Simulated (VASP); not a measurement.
Set up this calculation in VASP 6.6.1, as the native input.

```
Task                   : relaxation of cell and atoms
Functional             : r2SCAN
Potentials or basis    : VASP PAW PBE potentials, release 64 (Hf_pv, N)
Cutoff                 : 600 eV
k mesh                 : 17 × 17 × 17
Occupations            : fermi-dirac, width 0.1 eV
Spin                   : no spin polarisation
Dipole correction      : no
Further INCAR settings : ALGO = Normal; EDIFF = 1e-06; IBRION = 2; EDIFFG = -0.005; NSW = 60; ISIF = 3
```

The system is HfN (rocksalt type).

```xyz
2
Lattice="0.0000 2.1544 2.1544 2.1544 0.0000 2.1544 2.1544 2.1544 0.0000" Properties=species:S:1:pos:R:3 pbc="T T T"
Hf    0.0000    0.0000    0.0000
N     2.1544    2.1544    2.1544
```

The input as run:

POSCAR

```
HfN
1.0
    0.0000000000      2.1544346900      2.1544346900
    2.1544346900      0.0000000000      2.1544346900
    2.1544346900      2.1544346900      0.0000000000
Hf N
1 1
Direct
    0.0000000000      0.0000000000      0.0000000000
    0.5000000000      0.5000000000      0.5000000000
```

INCAR.step1

```
PREC     = Accurate       # precision mode
ENCUT    = 600            # plane-wave cutoff, eV
ISMEAR   = -1             # smearing method
SIGMA    = 0.1            # smearing width, eV
LREAL    = F              # projectors in reciprocal space
LASPH    = T              # aspherical terms in the spheres
NELM     = 80             # most SCF steps
GGA      = PE             # functional
ALGO     = Normal         # electronic algorithm
EDIFF    = 1E-4           # SCF threshold, eV
LWAVE    = T              # write WAVECAR
LCHARG   = F              # write CHGCAR
```

INCAR.step2

```
PREC     = Accurate       # precision mode
ENCUT    = 600            # plane-wave cutoff, eV
EDIFF    = 1E-6           # SCF threshold, eV
ISMEAR   = -1             # smearing method
SIGMA    = 0.1            # smearing width, eV
LREAL    = F              # projectors in reciprocal space
LASPH    = T              # aspherical terms in the spheres
NELM     = 80             # most SCF steps
ALGO     = Normal         # electronic algorithm
ISIF     = 3              # what is computed and relaxed
LWAVE    = F              # write WAVECAR
LCHARG   = F              # write CHGCAR
METAGGA  = R2SCAN         # meta-GGA
LMIXTAU  = T            
IBRION   = 2              # ionic algorithm
NSW      = 60             # ionic steps
EDIFFG   = -0.005         # ionic threshold
ISTART   = 1
```

KPOINTS

```
regular mesh
0
Gamma
  17 17 17
```

Potentials or basis: VASP PAW PBE potentials, release 64 (Hf_pv, N).

Launch:

```console
$ cat potpaw_PBE.64/Hf_pv/POTCAR potpaw_PBE.64/N/POTCAR > POTCAR
$ cp INCAR.step1 INCAR
$ mpirun -np 1 vasp_std > vasp.out
$ cp INCAR.step2 INCAR
$ mpirun -np 1 vasp_std > vasp.out
```

Results of the run:

| Property | Result |
| --- | --- |
| Relaxed volume | 11.48 Å³/atom |
| Relaxed cell | a = 3.190 Å, b = 3.190 Å, c = 3.190 Å, α = 60.00°, β = 60.00°, γ = 60.00° |
| Space group after relaxing (to 0.1 Å) | Fm-3m (No. 225) |
| Pressure after relaxing | 0.0 GPa |
| Band gap on the k mesh | zero (an odd number of electrons rules out a gap without spin polarisation) |

Caveat: the PAW data sets were made with another functional, which shifts forces and pressure a little; spin-orbit coupling is left out, which moves the levels of the heavy elements; an odd number of electrons without spin polarisation forces a metal; a magnetic or distorted state may lie lower.

Wall time 3 min on 1 thread of Intel(R) Xeon(R) 6975P-C (Granite Rapids), on a shared host, peak memory 0.19 GiB.
